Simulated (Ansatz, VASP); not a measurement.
# Two plane-wave programs on AlN

File INCAR:

```
SYSTEM = AlN
PREC = Accurate
ENCUT = 520
EDIFF = 1E-6
ISMEAR = 0
SIGMA = 0.05
LREAL = .FALSE.
LASPH = .TRUE.
NELM = 80
ALGO = Normal
ISIF = 2
LWAVE = .FALSE.
LCHARG = .FALSE.
GGA = PS
NBANDS = 16
```

Contents of KPOINTS:

```
Automatic mesh
0
G
  9 9 6
  0 0 0
```

Contents of POSCAR:

```
AlN
1.0
    3.2315778411      0.0000000000      0.0000000000
   -1.6157889206      2.7986285047      0.0000000000
    0.0000000000      0.0000000000      4.3209427314
Al N
2 2
Direct
    0.3333333333      0.6666666667      0.7500000000
    0.6666666667      0.3333333333      0.2500000000
    0.3333333333      0.6666666667      0.2500000000
    0.6666666667      0.3333333333      0.7500000000
```

Input for Ansatz:

```yaml
crystal:
  lattice:
    - [3.2315778411, 0.0, 0.0]
    - [-1.6157889206, 2.7986285047, 0.0]
    - [0.0, 0.0, 4.3209427314]
  atoms:
    - { symbol: Al, position: [0.3333333333, 0.6666666667, 0.75] }
    - { symbol: Al, position: [0.6666666667, 0.3333333333, 0.25] }
    - { symbol: "N", position: [0.3333333333, 0.6666666667, 0.25] }
    - { symbol: "N", position: [0.6666666667, 0.3333333333, 0.75] }
basis:
  ecutwfc: 520.0
kpoints:
  mp_grid: { grid: [9, 9, 6] }
hamiltonian:
  xc: pbesol
  pseudopotentials: { kind: paw, azcp: { folder: soft_1 } }
scf:
  occupations: { method: gaussian, width: 0.05 }
output:
  forces: true
  stress: true
  eigenvalues: true
```

Alike in both runs: task single point; functional PBEsol; k mesh 9 × 9 × 6; occupations gaussian, width 0.05 eV; no spin polarisation.

|  | VASP | Ansatz |
| --- | --- | --- |
| version | VASP 6.6.1 | Ansatz 0.2.0 |
| potentials or method | VASP PAW PBE potentials, release 64 (Al, N), cutoff 520 eV | scalar-relativistic, plane waves, PAW |
| valence electrons in the cell | 16 | 16 |

VASP gave:

```
gap on the k mesh at the Fermi level (eV)                     : 3.20
least direct gap on the mesh (eV)                             : 3.20
pressure (GPa)                                                : 3.0
traceless stress, the component that is largest in VASP (GPa) : -8.48
```

Question: Estimate Ansatz's values.

Answer: gap on the k mesh at the Fermi level (eV): 3.18; least direct gap on the mesh (eV): 3.18; pressure (GPa): 3.0; traceless stress, the component that is largest in VASP (GPa): -8.38.

VASP's potentials were made for PBE, not for PBEsol, and Ansatz warns of the same on its side.
